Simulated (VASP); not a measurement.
# N (P2_13) in VASP: single point with PBEsol

Aim: the single point of N with PBEsol.

Program: VASP 6.6.1. These are calculated values, not measurements. Logs are shortened: lines on timing, memory, paths and dates and some standing lists are left out, and cuts for length are marked.

## Step 1: The cell of the first run

It takes space group P2_13 (No. 198, cubic). The conventional cell has a = 5.605 Å, b = 5.605 Å, c = 5.605 Å, α = 90.00°, β = 90.00°, γ = 90.00°. N (site symmetry 3) has 12 N at 3.79 to 4.16 Å within 5.0 Å.

## Step 2: Single point, PBEsol

Contents of INCAR:

```
SYSTEM = N
PREC     = Accurate       ! precision mode
ENCUT    = 600            ! plane-wave cutoff, eV
EDIFF    = 1E-6           ! SCF threshold, eV
ISMEAR   = 0              ! smearing method
SIGMA    = 0.01           ! smearing width, eV
LREAL    = .False.        ! projectors in reciprocal space
LASPH    = .True.         ! aspherical terms in the spheres
NELM     = 120            ! most SCF steps
ALGO     = Normal         ! electronic algorithm
ISIF     = 2              ! what is computed and relaxed
LWAVE    = .False.        ! write WAVECAR
LCHARG   = .False.        ! write CHGCAR
GGA      = PS             ! functional
NBANDS   = 18             ! bands
GGA_COMPAT= .False.
```

Contents of KPOINTS:

```
Automatic mesh
0
Gamma
  3 3 3
  0 0 0
```

Contents of POSCAR:

```
N
1.0
    5.6054090000      0.0000000000      0.0000000000
    0.0000000000      5.6054090000      0.0000000000
    0.0000000000      0.0000000000      5.6054090000
N
4
Direct
    0.4767900000      0.9767900000      0.5232100000
    0.0232100000      0.0232100000      0.0232100000
    0.5232100000      0.4767900000      0.9767900000
    0.9767900000      0.5232100000      0.4767900000
```

Potentials or basis: VASP PAW PBE potentials, release 64 (N).

The run is started by

```
cat potpaw_PBE.64/N/POTCAR > POTCAR
mpirun -np 1 vasp_std > vasp.out
```

OUTCAR:

```text
SYSTEM = N
   PREC = Accurate
   ENCUT = 600
   EDIFF = 1E-6
   ISMEAR = 0
   LREAL = .False.
   LASPH = .True.
   NELM = 120
   ISIF = 2
   GGA = PS

 ion  position               nearest neighbor table
   1  0.477  0.977  0.523-
   2  0.023  0.023  0.023-
   3  0.523  0.477  0.977-
   4  0.977  0.523  0.477-

  LATTYP: Found a simple cubic cell.
 ALAT       =     5.6054090000

  Lattice vectors:

 A1 = (   5.6054090000,   0.0000000000,   0.0000000000)
 A2 = (   0.0000000000,   5.6054090000,   0.0000000000)
 A3 = (   0.0000000000,   0.0000000000,   5.6054090000)

Analysis of symmetry for initial positions (statically):
=====================================================================
 Subroutine PRICEL returns:
 Original cell was already a primitive cell.

 Routine SETGRP: Setting up the symmetry group for a
 simple cubic supercell.

 Subroutine GETGRP returns: Found 12 space group operations
 (whereof  3 operations were pure point group operations)
 out of a pool of 48 trial point group operations.

The static configuration has the point symmetry C_3 .
 The point group associated with its full space group is T   .

Analysis of symmetry for dynamics (positions and initial velocities):
=====================================================================
 Subroutine PRICEL returns:
 Original cell was already a primitive cell.

 Routine SETGRP: Setting up the symmetry group for a
 simple cubic supercell.

 Subroutine GETGRP returns: Found 12 space group operations
 (whereof  3 operations were pure point group operations)
 out of a pool of 48 trial point group operations.

The dynamic configuration has the point symmetry C_3 .
 The point group associated with its full space group is T   .

 Subroutine INISYM returns: Found 12 space group operations
 (whereof  3 operations are pure point group operations),
 and found     1 'primitive' translations

----------------------------------------------------------------------------------------

                                     Primitive cell

  volume of cell :     176.1254

  direct lattice vectors                    reciprocal lattice vectors
     5.605409000  0.000000000  0.000000000     0.178399114  0.000000000  0.000000000
     0.000000000  5.605409000  0.000000000     0.000000000  0.178399114  0.000000000
     0.000000000  0.000000000  5.605409000     0.000000000  0.000000000  0.178399114

  length of vectors
     5.605409000  5.605409000  5.605409000     0.178399114  0.178399114  0.178399114

  position of ions in fractional coordinates (direct lattice)
     0.476790000  0.976790000  0.523210000
     0.023210000  0.023210000  0.023210000
     0.523210000  0.476790000  0.976790000
     0.976790000  0.523210000  0.476790000

  ion indices of the primitive-cell ions
   primitive index   ion index
                 1           1
                 2           2
                 3           3
                 4           4

----------------------------------------------------------------------------------------

 KPOINTS: Automatic mesh

Automatic generation of k-mesh.
 Grid dimensions read from file:
 generate k-points for:    3    3    3

 Generating k-lattice:

  Cartesian coordinates                     Fractional coordinates (reciprocal lattice)
     0.059466371  0.000000000  0.000000000     0.333333333  0.000000000  0.000000000
     0.000000000  0.059466371  0.000000000     0.000000000  0.333333333  0.000000000
     0.000000000  0.000000000  0.059466371     0.000000000  0.000000000  0.333333333

  Length of vectors
     0.059466371  0.059466371  0.059466371

  Shift w.r.t. Gamma in fractional coordinates (k-lattice)
     0.000000000  0.000000000  0.000000000

 Subroutine IBZKPT returns following result:
 ===========================================

 Found      4 irreducible k-points:

 Following reciprocal coordinates:
            Coordinates               Weight
  0.000000  0.000000  0.000000      1.000000
  0.333333  0.000000  0.000000      6.000000
  0.333333  0.333333  0.000000     12.000000
  0.333333  0.333333  0.333333      8.000000
   k-points           NKPTS =      4   k-points in BZ     NKDIM =      4   number of bands    NBANDS=     18
   number of dos      NEDOS =    301   number of ions     NIONS =      4
   total plane-waves  NPLWV = 110592
   dimension x,y,z NGX =    48 NGY =   48 NGZ =   48
   dimension x,y,z NGXF=    96 NGYF=   96 NGZF=   96
   ions per type =               4
   NGX,Y,Z   is equivalent  to a cutoff of  14.24, 14.24, 14.24 a.u.
   NGXF,Y,Z  is equivalent  to a cutoff of  28.47, 28.47, 28.47 a.u.
 SYSTEM =  N
   PREC   = accura    normal or accurate (medium, high low for compatibility)
   ISTART =      0    job   : 0-new  1-cont  2-samecut
   ICHARG =      2    charge: 1-file 2-atom 10-const
   ISPIN  =      1    spin polarized calculation?
   LNONCOLLINEAR =      F non collinear calculations
   LSORBIT =      F    spin-orbit coupling
   LASPH  =      T    aspherical Exc in radial PAW
   ENCUT  =  600.0 eV  44.10 Ry    6.64 a.u.  11.20 11.20 11.20*2*pi/ulx,y,z
   NELM   =    120;   NELMIN=  2; NELMDL= -5     # of ELM steps
   EDIFF  = 0.1E-05   stopping-criterion for ELM
   LREAL  =      F    real-space projection
   EDIFFG = 0.1E-04   stopping-criterion for IOM
   NSW    =      0    number of steps for IOM
   IBRION =     -1    ionic relax: 0-MD 1-quasi-New 2-CG
   NFREE  =      0    steps in history (QN), initial steepest desc. (CG)
   ISIF   =      2    stress and relaxation
   ISYM   =      2    0-nonsym 1-usesym 2-fastsym
   POTIM  = 0.5000    time-step for ionic-motion
   TEBEG  =    0.0;   TEEND  =   0.0 temperature during run
   PSTRESS=    0.0 pullay stress
   NELECT =      20.0000    total number of electrons
   NUPDOWN=      -1.0000    fix difference up-down
   EMIN   =  10.00;   EMAX   =-10.00  energy-range for DOS
   EFERMI =   0.00;   METHOD = LEGACY
   ISMEAR =     0;   SIGMA  =   0.01  broadening in eV -4-tet -1-fermi 0-gaus
   EFERMI_NEDOS =   21; number of points for ismear=-14 and -15
   IALGO  =     38    algorithm
   IMIX   =      4    mixing-type and parameters
     AMIX     =   0.40;   BMIX     =  1.00
     AMIX_MAG =   1.60;   BMIX_MAG =  1.00
  volume/ion in A,a.u.               =      44.03       297.14
  Fermi-wavevector in a.u.,A,eV,Ry     =   0.792764  1.498108  8.550929  0.628476
  Thomas-Fermi vector in A             =   1.898567
   LORBIT       =      0    0 simple, 1 ext, 2 COOP (PROOUT), +10 PAW based schemes
   GGA     = PS    functional components
   LHFCALC =     F    Hartree Fock is set to
   AEXX    =    0.0000 exact exchange contribution
   IVDW    =     0    specifies the selected vdW correction
   LEPSILON=     F    determine dielectric tensor
   LRPA    =     F    only Hartree local field effects (RPA)
 non-spin polarized calculation
 Gauss-broadening in eV      SIGMA  =   0.01
  energy-cutoff  :      600.00
  volume of cell :      176.13
 maximum number of plane-waves:      5888
 NGX is ok and might be reduce to    48
   NGX = 23   NGY = 23   NGZ = 23

 number of electron      20.0000000 magnetization

 Free energy of the ion-electron system (eV)
  ---------------------------------------------------
  ext. energy  EPLUGINS =         0.00000000
  ---------------------------------------------------
  free energy    TOTEN  =        -2.53135866 eV

  energy without entropy =       -2.52745582  energy(sigma->0) =       -2.52940724

 E-fermi :  -5.4022     XC(G=0):  -5.1799

 val. band max:       -5.4036820947   @ k =   0.3333   0.3333   0.0000
 cond. band min:      -5.3971728433   @ k =   0.0000   0.0000   0.0000
 fundamental gap:      0.0065092514
 Fermi energy:        -5.4022456762

 k-point     1 :       0.0000    0.0000    0.0000
  band No.  band energies     occupation
      1     -17.0785      2.00000
      2     -16.8721      2.00000
      3     -16.8721      2.00000
      4     -16.8721      2.00000
      5      -5.8940      2.00000
      6      -5.8940      2.00000
[... 10 lines left out ...]
     17       1.0162      0.00000
     18       4.7198      0.00000

 k-point     2 :       0.3333    0.0000    0.0000
  band No.  band energies     occupation
      1     -17.0295      2.00000
      2     -16.9300      2.00000
      3     -16.8692      2.00000
      4     -16.8654      2.00000
      5      -5.7975      2.00000
      6      -5.7922      2.00000
[... 10 lines left out ...]
     17       1.7119      0.00000
     18       3.3059      0.00000

 k-point     3 :       0.3333    0.3333    0.0000
  band No.  band energies     occupation
      1     -16.9923      2.00000
      2     -16.9293      2.00000
      3     -16.8931      2.00000
      4     -16.8774      2.00000
      5      -5.7992      2.00000
      6      -5.7534      2.00000
[... 10 lines left out ...]
     17       2.3201      0.00000
     18       3.7396      0.00000

 k-point     4 :       0.3333    0.3333    0.3333
  band No.  band energies     occupation
      1     -16.9659      2.00000
      2     -16.9251      2.00000
      3     -16.9048      2.00000
      4     -16.8932      2.00000
      5      -5.9204      2.00000
      6      -5.9066      2.00000
[... 10 lines left out ...]
     17       2.8503      0.00000
     18       4.0970      0.00000

------------------------ aborting loop because EDIFF is reached ----------------------------------------

  FORCE on cell =-STRESS in cart. coord.  units (eV):
  Direction    XX          YY          ZZ          XY          YZ          ZX
  --------------------------------------------------------------------------------------
  -------------------------------------------------------------------------------------
  Total       -4.7105702     -4.7105702     -4.7105702      0.0000000      0.0000000      0.0000000
  in kB      -42.8511166    -42.8511166    -42.8511166      0.0000000      0.0000000      0.0000000
  external PRESSURE =     -42.8511166 kB  Pullay stress =       0.0000000 kB

 VOLUME and BASIS-vectors are now :
 -----------------------------------------------------------------------------
  energy-cutoff  :      600.00
  volume of cell :      176.13
      direct lattice vectors                 reciprocal lattice vectors
     5.605409000  0.000000000  0.000000000     0.178399114  0.000000000  0.000000000
     0.000000000  5.605409000  0.000000000     0.000000000  0.178399114  0.000000000
     0.000000000  0.000000000  5.605409000     0.000000000  0.000000000  0.178399114

 POSITION                                       TOTAL-FORCE (eV/Angst)
 -----------------------------------------------------------------------------------
      2.67260      5.47531      2.93281        -0.208494     -0.208494      0.208494
      0.13010      0.13010      0.13010         0.208494      0.208494      0.208494
      2.93281      2.67260      5.47531         0.208494     -0.208494     -0.208494
      5.47531      2.93281      2.67260        -0.208494      0.208494     -0.208494
 -----------------------------------------------------------------------------------
    total drift:                                0.000000      0.000000      0.000000

  FREE ENERGIE OF THE ION-ELECTRON SYSTEM (eV)
  ---------------------------------------------------
  free  energy   TOTEN  =        -2.5313586613 eV

  energy  without entropy=       -2.5274558214  energy(sigma->0) =       -2.52940724
```

Wall time 11 s (1 thread of AMD EPYC 9R45 (Zen 5), shared host); peak memory 0.27 GiB.

What came out:

```yaml
Free_energy: -2.5314 eV
Pressure: -4.3 GPa
Largest_force: 0.361 eV/Å
Band_gap_on_the_k_mesh: zero (bands 10 and 11 overlap by 0.04 eV)
```

Forces in eV/Å, atoms in the order of the input:
```
N   -0.208 -0.208  0.208
N    0.208  0.208  0.208
N    0.208 -0.208 -0.208
N   -0.208  0.208 -0.208
```

Caveat: the k points lie up to 0.37 Å⁻¹ apart; the nearest neighbours stand farther apart than a usual bond; the PAW data sets were made with another functional, which shifts forces and pressure a little.
